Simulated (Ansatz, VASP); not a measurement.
MgB2 in VASP and in Ansatz

The input INCAR:

```
  ALGO = Normal
  EDIFF = 1E-6
  ENCUT = 520
  GGA = PS
  ISIF = 2
  ISMEAR = 0
  LASPH = T
  LCHARG = F
  LREAL = F
  LWAVE = F
  NBANDS = 11
  NELM = 80
  PREC = Accurate
  SIGMA = 0.1
```

File KPOINTS:

```
k-points
0
Gamma
  15 15 10
```

POSCAR

```
MgB2
1.0
    3.0850007055      0.0000000000      0.0000000000
   -1.5425003528      2.6716889817      0.0000000000
    0.0000000000      0.0000000000      3.5230000000
Mg B
1 2
Direct
    0.0000000000      0.0000000000      0.0000000000
    0.3333333333      0.6666666667      0.5000000000
    0.6947387965      0.3894775930      0.5000000000
```

Input for Ansatz:

```yaml
crystal:
  lattice:
    - [3.0850007055, 0.0, 0.0]
    - [-1.5425003528, 2.6716889817, 0.0]
    - [0.0, 0.0, 3.523]
  atoms:
    - { symbol: Mg, position: [0.0, 0.0, 0.0] }
    - { symbol: B, position: [0.3333333333, 0.6666666667, 0.5] }
    - { symbol: B, position: [0.6947387965, 0.389477593, 0.5] }
basis:
  ecutwfc: 420
kpoints:
  mp_grid: { grid: [15, 15, 10] }
hamiltonian:
  xc: pbesol
scf:
  occupations: { method: gaussian, width: 0.1 }
output:
  forces: true
  stress: true
  eigenvalues: true
```

Change from the starting cell: one atom moved.

Alike in both runs: task single point; functional PBEsol; k mesh 15 × 15 × 10; occupations gaussian, width 0.1 eV; no spin polarisation.

|  | VASP | Ansatz |
| --- | --- | --- |
| version | VASP 6.6.1 | Ansatz 0.2.0 |
| potentials or method | VASP PAW PBE potentials, release 64 (Mg, B), cutoff 520 eV | scalar-relativistic, plane waves, PAW |
| valence electrons in the cell | 8 | 16 |

|  | VASP | Ansatz | Ansatz less VASP |
| --- | --- | --- | --- |
| gap on the k mesh at the Fermi level (eV) | none | none | - |
| pressure (GPa) | -1.5 | -1.5 | 0.00 |
| traceless stress, the component that is largest in VASP (GPa) | 0.81 | 0.97 | +0.162 |
| rms of the force components (eV/Å) | 0.458 | 0.455 | -0.0036 |

VASP's potentials were made for PBE, not for PBEsol. Atom by atom the forces differ by 0.004 eV/Å (rms over components). A gap of «none» marks a metal or a gap that the smearing closes. VASP's potentials hold 8 valence electrons a cell and Ansatz's 16, so a difference there can come from the potentials and not from the codes.
